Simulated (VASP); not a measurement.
Here is a VASP 6.6.1 calculation.

The input POSCAR:

```
TlCl
1.0
    3.9141158371      0.0000000000      0.0000000000
    0.0000000000      3.9141158371      0.0000000000
    0.0000000000      0.0000000000      3.9141158371
Tl Cl
1 1
Direct
    0.0000000000      0.0000000000      0.0000000000
    0.5000000000      0.5000000000      0.5000000000
```

Contents of INCAR.step1:

```
SYSTEM = TlCl
PREC     = Accurate       ! precision mode
ENCUT    = 550            ! plane-wave cutoff, eV
ISMEAR   = 0              ! smearing method
SIGMA    = 0.01           ! smearing width, eV
LREAL    = .FALSE.        ! projectors in reciprocal space
LASPH    = .TRUE.         ! aspherical terms in the spheres
NELM     = 120            ! most SCF steps
NBANDS   = 17             ! bands
GGA      = PE             ! functional
ALGO     = Normal         ! electronic algorithm
EDIFF    = 1E-5           ! SCF threshold, eV
LWAVE    = .TRUE.         ! write WAVECAR
LCHARG   = .FALSE.        ! write CHGCAR
GGA_COMPAT= .FALSE.
```

Contents of INCAR.step2:

```
SYSTEM = TlCl
PREC     = Accurate       ! precision mode
ENCUT    = 550            ! plane-wave cutoff, eV
EDIFF    = 1E-6           ! SCF threshold, eV
ISMEAR   = 0              ! smearing method
SIGMA    = 0.01           ! smearing width, eV
LREAL    = .FALSE.        ! projectors in reciprocal space
LASPH    = .TRUE.         ! aspherical terms in the spheres
NELM     = 120            ! most SCF steps
ALGO     = Normal         ! electronic algorithm
ISIF     = 2              ! what is computed and relaxed
LWAVE    = .FALSE.        ! write WAVECAR
LCHARG   = .FALSE.        ! write CHGCAR
METAGGA  = R2SCAN         ! meta-GGA
LMIXTAU  = .TRUE.       
NBANDS   = 17             ! bands
ISTART   = 1            
GGA_COMPAT= .FALSE.
```

Contents of KPOINTS:

```
regular mesh
0
G
  6 6 6
  0 0 0
```

Potentials or basis: VASP PAW PBE potentials, release 64 (Tl_d, Cl).

Run with:

```bash
$ cat potpaw_PBE.64/Tl_d/POTCAR potpaw_PBE.64/Cl/POTCAR > POTCAR
$ cp INCAR.step1 INCAR
$ mpirun -np 1 vasp_std > vasp.out
$ cp INCAR.step2 INCAR
$ mpirun -np 1 vasp_std > vasp.out
```

(1) Estimate the pressure.

(2) What does it give for the band gap on the k mesh?

Answers

(1) -1.5 GPa.

(2) 2.65 eV, direct.

Caveat: the PAW data sets were made with another functional, which shifts forces and pressure a little; spin-orbit coupling is left out, which moves the levels of the heavy elements.
